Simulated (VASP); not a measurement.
Wanted: the native input for a VASP 6.6.1 run.

```
Task                   : single point
Functional             : PBE
Potentials or basis    : VASP PAW PBE potentials, release 64 (Hf_pv, W_sv, S)
Cutoff                 : 520 eV
k mesh                 : 8 × 8 × 8
Occupations            : gaussian, width 0.1 eV
Spin                   : no spin polarisation
Dipole correction      : no
Further INCAR settings : ALGO = Normal; EDIFF = 1e-06; NBANDS = 33
```

The structure of HfWS4 lies in POSCAR:

```
HfWS4
1.0
    5.3442407003      0.0000000000      0.0000000000
    0.0000000000      5.3442407003      0.0000000000
    0.0000000000      0.0000000000      5.3442407003
Hf W S
1 1 4
Direct
    0.0000000000      0.0000000000      0.0000000000
    0.5000000000      0.5000000000      0.5000000000
    0.7415513140      0.7415513140      0.7415513140
    0.2584486860      0.2584486860      0.7415513140
    0.2584486860      0.7415513140      0.2584486860
    0.7415513140      0.2584486860      0.2584486860
```

The cell was built from a structure type or drawn by symmetry, and may not be a known phase.

The input as run:

INCAR

```
PREC     = Accurate       # precision mode
ENCUT    = 520            # plane-wave cutoff, eV
EDIFF    = 1E-6           # SCF threshold, eV
ISMEAR   = 0              # smearing method
SIGMA    = 0.1            # smearing width, eV
LREAL    = False          # projectors in reciprocal space
LASPH    = True           # aspherical terms in the spheres
NELM     = 80             # most SCF steps
ALGO     = Normal         # electronic algorithm
ISIF     = 2              # what is computed and relaxed
LWAVE    = False          # write WAVECAR
LCHARG   = False          # write CHGCAR
GGA      = PE             # functional
NBANDS   = 33             # bands
```

KPOINTS

```
regular mesh
0
Gamma
  8 8 8
```

Potentials or basis: VASP PAW PBE potentials, release 64 (Hf_pv, W_sv, S).

The run is started by

```bash
$ cat potpaw_PBE.64/Hf_pv/POTCAR potpaw_PBE.64/W_sv/POTCAR potpaw_PBE.64/S/POTCAR > POTCAR
$ mpirun -np 1 vasp_std > vasp.out
```

Results of the run:

```
Pressure               : -0.1 GPa
Largest force          : 0.033 eV/Å
Band gap on the k mesh : zero (bands 24 and 25 overlap by 0.87 eV)
```

Caveat: spin-orbit coupling is left out, which moves the levels of the heavy elements.

Wall time 4.5 min on 1 thread of Intel Xeon 8259CL (shared host), peak memory 0.35 GiB.
